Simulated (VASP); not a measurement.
# SnSe (Fm-3m) in VASP: notebook, part 3 of 3

VASP 6.6.1. Earlier steps stand in the parts before.

### 5 Electric field gradients, PBEsol (volume scaled by 0.99)

File INCAR:

```
SYSTEM = SnSe
PREC = Accurate ; ENCUT = 520
EDIFF = 1E-8 ; ISMEAR = -1
SIGMA = 0.01 ; LREAL = .FALSE.
LASPH = .TRUE. ; NELM = 60
ALGO = Normal ; ISIF = 2
LWAVE = .FALSE. ; LCHARG = .FALSE.
GGA = PS ; LEFG = .TRUE.
NBANDS = 17
```

File KPOINTS:

```
Automatic mesh
0
G
  7 7 7
  0 0 0
```

File POSCAR:

```
SnSe
1.0
    0.0000000000      2.9999330352      2.9999330352
    2.9999330352      0.0000000000      2.9999330352
    2.9999330352      2.9999330352      0.0000000000
Sn Se
1 1
Direct
    0.0000000000      0.0000000000      0.0000000000
    0.5000000000      0.5000000000      0.5000000000
```

Potentials or basis: VASP PAW PBE potentials, release 64 (Sn_d, Se).

Launch:

```sh
> cat potpaw_PBE.64/Sn_d/POTCAR potpaw_PBE.64/Se/POTCAR > POTCAR
> mpirun -np 1 vasp_std > vasp.out
```

OUTCAR:

```text
SYSTEM = SnSe
   PREC = Accurate
   ENCUT = 520
   EDIFF = 1E-8
   ISMEAR = -1
   LREAL = .FALSE.
   LASPH = .TRUE.
   NELM = 60
   ISIF = 2
   GGA = PS

 ion  position               nearest neighbor table
   1  0.000  0.000  0.000-   2 3.00   2 3.00   2 3.00   2 3.00   2 3.00   2 3.00
   2  0.500  0.500  0.500-   1 3.00   1 3.00   1 3.00   1 3.00   1 3.00   1 3.00

  LATTYP: Found a face centered cubic cell.
 ALAT       =     5.9998660704

  Lattice vectors:

 A1 = (   0.0000000000,   2.9999330352,   2.9999330352)
 A2 = (   2.9999330352,   0.0000000000,   2.9999330352)
 A3 = (   2.9999330352,   2.9999330352,   0.0000000000)

Analysis of symmetry for initial positions (statically):
=====================================================================
 Subroutine PRICEL returns:
 Original cell was already a primitive cell.

 Routine SETGRP: Setting up the symmetry group for a
 face centered cubic supercell.

 Subroutine GETGRP returns: Found 48 space group operations
 (whereof 48 operations were pure point group operations)
 out of a pool of 48 trial point group operations.

The static configuration has the point symmetry O_h .

Analysis of symmetry for dynamics (positions and initial velocities):
=====================================================================
 Subroutine PRICEL returns:
 Original cell was already a primitive cell.

 Routine SETGRP: Setting up the symmetry group for a
 face centered cubic supercell.

 Subroutine GETGRP returns: Found 48 space group operations
 (whereof 48 operations were pure point group operations)
 out of a pool of 48 trial point group operations.

The dynamic configuration has the point symmetry O_h .

 Subroutine INISYM returns: Found 48 space group operations
 (whereof 48 operations are pure point group operations),
 and found     1 'primitive' translations

----------------------------------------------------------------------------------------

                                     Primitive cell

  volume of cell :      53.9964

  direct lattice vectors                    reciprocal lattice vectors
     0.000000000  2.999933035  2.999933035    -0.166670387  0.166670387  0.166670387
     2.999933035  0.000000000  2.999933035     0.166670387 -0.166670387  0.166670387
     2.999933035  2.999933035  0.000000000     0.166670387  0.166670387 -0.166670387

  length of vectors
     4.242545985  4.242545985  4.242545985     0.288681578  0.288681578  0.288681578

  position of ions in fractional coordinates (direct lattice)
     0.000000000  0.000000000  0.000000000
     0.500000000  0.500000000  0.500000000

  ion indices of the primitive-cell ions
   primitive index   ion index
                 1           1
                 2           2

----------------------------------------------------------------------------------------

 KPOINTS: Automatic mesh

Automatic generation of k-mesh.
 Grid dimensions read from file:
[... 66 lines left out ...]
   ISIF   =      2    stress and relaxation
   ISYM   =      2    0-nonsym 1-usesym 2-fastsym
   POTIM  = 0.5000    time-step for ionic-motion
   TEBEG  =    0.0;   TEEND  =   0.0 temperature during run
   PSTRESS=    0.0 pullay stress
   NELECT =      20.0000    total number of electrons
   NUPDOWN=      -1.0000    fix difference up-down
   EMIN   =  10.00;   EMAX   =-10.00  energy-range for DOS
   EFERMI =   0.00;   METHOD = LEGACY
   ISMEAR =    -1;   SIGMA  =   0.01  broadening in eV -4-tet -1-fermi 0-gaus
   EFERMI_NEDOS =   21; number of points for ismear=-14 and -15
   IALGO  =     38    algorithm
   IMIX   =      4    mixing-type and parameters
     AMIX     =   0.40;   BMIX     =  1.00
     AMIX_MAG =   1.60;   BMIX_MAG =  1.00
  volume/ion in A,a.u.               =      27.00       182.19
  Fermi-wavevector in a.u.,A,eV,Ry     =   1.175700  2.221751 18.806939  1.382271
  Thomas-Fermi vector in A             =   2.312076
   LORBIT       =      0    0 simple, 1 ext, 2 COOP (PROOUT), +10 PAW based schemes
   GGA     = PS    functional components
   LHFCALC =     F    Hartree Fock is set to
   AEXX    =    0.0000 exact exchange contribution
   IVDW    =     0    specifies the selected vdW correction
   LEPSILON=     F    determine dielectric tensor
   LRPA    =     F    only Hartree local field effects (RPA)
 non-spin polarized calculation
  energy-cutoff  :      520.00
  volume of cell :       54.00
 maximum number of plane-waves:      1468
   NGX = 15   NGY = 15   NGZ = 15

 number of electron      20.0000007 magnetization

 Free energy of the ion-electron system (eV)
  ---------------------------------------------------
  ext. energy  EPLUGINS =         0.00000000
  ---------------------------------------------------
  free energy    TOTEN  =        -8.97965531 eV

  energy without entropy =       -8.97965531  energy(sigma->0) =       -8.97965531

 E-fermi :   5.7227     XC(G=0):  -9.8215

 val. band max:        5.4634216082   @ k =  -0.2857   0.1429   0.0000
 cond. band min:       6.1711970410   @ k =  -0.2857   0.1429   0.0000
 fundamental gap:      0.7077754328
 Fermi energy:         5.7226988671

 k-point     1 :       0.0000    0.0000    0.0000
  band No.  band energies     occupation
      1     -15.9300      2.00000
      2     -15.9300      2.00000
      3     -15.9300      2.00000
      4     -15.9298      2.00000
      5     -15.9298      2.00000
      6      -8.3916      2.00000
[... 377 lines left out ...]
      4     -15.9214      2.00000
      5     -15.9123      2.00000
      6      -7.1368      2.00000
[... 9 lines left out ...]
     16      17.0356      0.00000
     17      17.2844      0.00000

------------------------ aborting loop because EDIFF is reached ----------------------------------------

  FORCE on cell =-STRESS in cart. coord.  units (eV):
  Direction    XX          YY          ZZ          XY          YZ          ZX
  --------------------------------------------------------------------------------------
  -------------------------------------------------------------------------------------
  Total       -0.4656733     -0.4656733     -0.4656733      0.0000000      0.0000000      0.0000000
  in kB      -13.8174290    -13.8174290    -13.8174290      0.0000000      0.0000000      0.0000000
  external PRESSURE =     -13.8174290 kB  Pullay stress =       0.0000000 kB

 VOLUME and BASIS-vectors are now :
 -----------------------------------------------------------------------------
  energy-cutoff  :      520.00
  volume of cell :       54.00
      direct lattice vectors                 reciprocal lattice vectors
     0.000000000  2.999933035  2.999933035    -0.166670387  0.166670387  0.166670387
     2.999933035  0.000000000  2.999933035     0.166670387 -0.166670387  0.166670387
     2.999933035  2.999933035  0.000000000     0.166670387  0.166670387 -0.166670387

 POSITION                                       TOTAL-FORCE (eV/Angst)
 -----------------------------------------------------------------------------------
      0.00000      0.00000      0.00000        -0.000000     -0.000000      0.000000
      2.99993      2.99993      2.99993         0.000000      0.000000     -0.000000
 -----------------------------------------------------------------------------------
    total drift:                                0.000000     -0.000000     -0.000000

  FREE ENERGIE OF THE ION-ELECTRON SYSTEM (eV)
  ---------------------------------------------------
  free  energy   TOTEN  =        -8.9796553105 eV

  energy  without entropy=       -8.9796553105  energy(sigma->0) =       -8.97965531

 Electric field gradients (V/A^2)
---------------------------------------------------------------------
 ion       V_xx      V_yy      V_zz      V_xy      V_xz      V_yz
---------------------------------------------------------------------
   1       0.000    -0.000     0.000     0.002     0.002     0.002
   2       0.000    -0.000    -0.000    -0.000    -0.000    -0.000
---------------------------------------------------------------------

 Electric field gradients after diagonalization (V/A^2)
 (convention: |V_zz| > |V_xx| > |V_yy|)
----------------------------------------------------------------------
 ion       V_xx      V_yy      V_zz     asymmetry (V_yy - V_xx)/ V_zz
----------------------------------------------------------------------
   1      -0.002    -0.002     0.004       0.000
   2       0.000     0.000    -0.000       0.000
----------------------------------------------------------------------

           NMR quadrupolar parameters

 Cq : quadrupolar parameter    Cq=e*Q*V_zz/h
 eta: asymmetry parameters     (V_yy - V_xx)/ V_zz
 Q  : nuclear electric quadrupole moment in mb (millibarn)
----------------------------------------------------------------------
 ion       Cq(MHz)       eta       Q (mb)
----------------------------------------------------------------------
   1       0.000       0.000       1.000
   2      -0.000       0.000       1.000
----------------------------------------------------------------------
```

It took 29 s on 1 thread of Intel Xeon 8259CL, shared host; peak memory 0.18 GiB.

What came out:

```
Free energy : -8.9797 eV
Pressure    : -1.4 GPa
```

Caveat: this odd mesh misses L, where the gap lies, so gap, dielectric constants and Born charges aren't listed; without QUAD_EFG the Cq values of the log hold for a quadrupole moment of 1 mb, not for the nuclei; the PAW data sets were made with another functional, which shifts forces and pressure a little; spin-orbit coupling is left out, which moves the levels of the heavy elements.

### 6 Electric field gradients, PBEsol (volume scaled by 1.02)

File INCAR:

```
SYSTEM = SnSe
PREC = Accurate
ENCUT = 520
EDIFF = 1E-8
ISMEAR = -1
SIGMA = 0.01
LREAL = .FALSE.
LASPH = .TRUE.
NELM = 100
ALGO = Normal
ISIF = 2
LWAVE = .FALSE.
LCHARG = .FALSE.
GGA = PS
LEFG = .TRUE.
NBANDS = 17
```

File KPOINTS:

```
regular mesh
0
G
  7 7 7
  0 0 0
```

File POSCAR:

```
SnSe
1.0
    0.0000000000      3.0299343558      3.0299343558
    3.0299343558      0.0000000000      3.0299343558
    3.0299343558      3.0299343558      0.0000000000
Sn Se
1 1
Direct
    0.0000000000      0.0000000000      0.0000000000
    0.5000000000      0.5000000000      0.5000000000
```

Potentials or basis: VASP PAW PBE potentials, release 64 (Sn_d, Se).

Launch:

```sh
> cat potpaw_PBE.64/Sn_d/POTCAR potpaw_PBE.64/Se/POTCAR > POTCAR
> mpirun -np 1 vasp_std > vasp.out
```

OUTCAR:

```text
SYSTEM = SnSe
   PREC = Accurate
   ENCUT = 520
   EDIFF = 1E-8
   ISMEAR = -1
   LREAL = .FALSE.
   LASPH = .TRUE.
   NELM = 100
   ISIF = 2
   GGA = PS

 ion  position               nearest neighbor table
   1  0.000  0.000  0.000-   2 3.03   2 3.03   2 3.03   2 3.03   2 3.03   2 3.03
   2  0.500  0.500  0.500-   1 3.03   1 3.03   1 3.03   1 3.03   1 3.03   1 3.03

  LATTYP: Found a face centered cubic cell.
 ALAT       =     6.0598687116

  Lattice vectors:

 A1 = (   0.0000000000,   3.0299343558,   3.0299343558)
 A2 = (   3.0299343558,   0.0000000000,   3.0299343558)
 A3 = (   3.0299343558,   3.0299343558,   0.0000000000)

Analysis of symmetry for initial positions (statically):
=====================================================================
 Subroutine PRICEL returns:
 Original cell was already a primitive cell.

 Routine SETGRP: Setting up the symmetry group for a
 face centered cubic supercell.

 Subroutine GETGRP returns: Found 48 space group operations
 (whereof 48 operations were pure point group operations)
 out of a pool of 48 trial point group operations.

The static configuration has the point symmetry O_h .

Analysis of symmetry for dynamics (positions and initial velocities):
=====================================================================
 Subroutine PRICEL returns:
 Original cell was already a primitive cell.

 Routine SETGRP: Setting up the symmetry group for a
 face centered cubic supercell.

 Subroutine GETGRP returns: Found 48 space group operations
 (whereof 48 operations were pure point group operations)
 out of a pool of 48 trial point group operations.

[... 151 lines left out ...]
      1     -16.2670      2.00000
      2     -16.2670      2.00000
      3     -16.2670      2.00000
      4     -16.2655      2.00000
      5     -16.2655      2.00000
      6      -8.5189      2.00000
[... 377 lines left out ...]
      4     -16.2595      2.00000
      5     -16.2515      2.00000
      6      -7.3559      2.00000
[... 9 lines left out ...]
     16      16.6243      0.00000
     17      16.7673      0.00000

------------------------ aborting loop because EDIFF is reached ----------------------------------------

  FORCE on cell =-STRESS in cart. coord.  units (eV):
  Direction    XX          YY          ZZ          XY          YZ          ZX
  --------------------------------------------------------------------------------------
  -------------------------------------------------------------------------------------
  Total       -0.9663689     -0.9663689     -0.9663689      0.0000000      0.0000000     -0.0000000
  in kB      -27.8306840    -27.8306840    -27.8306840      0.0000000      0.0000000     -0.0000000
  external PRESSURE =     -27.8306840 kB  Pullay stress =       0.0000000 kB

 VOLUME and BASIS-vectors are now :
 -----------------------------------------------------------------------------
  energy-cutoff  :      520.00
  volume of cell :       55.63
      direct lattice vectors                 reciprocal lattice vectors
     0.000000000  3.029934356  3.029934356    -0.165020077  0.165020077  0.165020077
     3.029934356  0.000000000  3.029934356     0.165020077 -0.165020077  0.165020077
     3.029934356  3.029934356  0.000000000     0.165020077  0.165020077 -0.165020077

 POSITION                                       TOTAL-FORCE (eV/Angst)
 -----------------------------------------------------------------------------------
      0.00000      0.00000      0.00000         0.000000      0.000000      0.000000
      3.02993      3.02993      3.02993         0.000000      0.000000     -0.000000
 -----------------------------------------------------------------------------------
    total drift:                                0.000000     -0.000000     -0.000000

  FREE ENERGIE OF THE ION-ELECTRON SYSTEM (eV)
  ---------------------------------------------------
  free  energy   TOTEN  =        -8.9585892312 eV

  energy  without entropy=       -8.9585892312  energy(sigma->0) =       -8.95858923

 Electric field gradients (V/A^2)
---------------------------------------------------------------------
 ion       V_xx      V_yy      V_zz      V_xy      V_xz      V_yz
---------------------------------------------------------------------
   1       0.000     0.000    -0.000     0.001     0.001     0.001
   2       0.000    -0.000    -0.000     0.000     0.000     0.000
---------------------------------------------------------------------

 Electric field gradients after diagonalization (V/A^2)
 (convention: |V_zz| > |V_xx| > |V_yy|)
----------------------------------------------------------------------
 ion       V_xx      V_yy      V_zz     asymmetry (V_yy - V_xx)/ V_zz
----------------------------------------------------------------------
   1      -0.001    -0.001     0.002       0.000
   2      -0.000    -0.000     0.000       0.000
----------------------------------------------------------------------

           NMR quadrupolar parameters

 Cq : quadrupolar parameter    Cq=e*Q*V_zz/h
 eta: asymmetry parameters     (V_yy - V_xx)/ V_zz
 Q  : nuclear electric quadrupole moment in mb (millibarn)
----------------------------------------------------------------------
 ion       Cq(MHz)       eta       Q (mb)
----------------------------------------------------------------------
   1       0.000       0.000       1.000
   2       0.000       0.000       1.000
----------------------------------------------------------------------
```

stdout:

```text
POSCAR found type information on POSCAR SnSe
 POSCAR found :  2 types and       2 ions
 scaLAPACK will be used
 -----------------------------------------------------------------------------
|                                                                             |
|                                                                             |
|     You enforced a specific xc type in the INCAR file but a different       |
|     I HOPE YOU KNOW WHAT YOU ARE DOING!                                     |
|                                                                             |
 -----------------------------------------------------------------------------

 LDA part: xc-table for (Slater+PW92), standard interpolation
 POSCAR, INCAR and KPOINTS ok, starting setup
 FFT: planning ... GRIDC
 FFT: planning ... GRID_SOFT
 FFT: planning ... GRID
 WAVECAR not read
 entering main loop
ion   1

ion   2
```

It took 33 s on 1 thread of Intel Xeon 8259CL, shared host; peak memory 0.18 GiB.

What came out:

- Free energy: -8.9586 eV
- Pressure: -2.8 GPa

Caveat: this odd mesh misses L, where the gap lies, so gap, dielectric constants and Born charges aren't listed; without QUAD_EFG the Cq values of the log hold for a quadrupole moment of 1 mb, not for the nuclei; the PAW data sets were made with another functional, which shifts forces and pressure a little; spin-orbit coupling is left out, which moves the levels of the heavy elements.

### 7 Summary

```csv
cell,pressure (GPa)
"a = 4.271 Å, angles 60.0°, 2 atoms",-2.3
"a = 4.313 Å, angles 60.0°, 2 atoms",-3.6
"a = 4.199 Å, angles 60.0°, 2 atoms",0.3
"a = 4.243 Å, angles 60.0°, 2 atoms",-1.4
"a = 4.285 Å, angles 60.0°, 2 atoms",-2.8
```

Alike in all rows: task electric field gradients; level PBEsol; potentials or basis VASP PAW PBE potentials, release 64 (Sn_d, Se); no spin polarisation; k mesh 7 × 7 × 7; cutoff (eV) 520; smearing fermi-dirac 0.01 eV.

Caveats: the PAW data sets were made with another functional, which shifts forces and pressure a little; spin-orbit coupling is left out, which moves the levels of the heavy elements.

Total energies depend on the potentials used, so only differences within one code and one set of settings carry meaning.
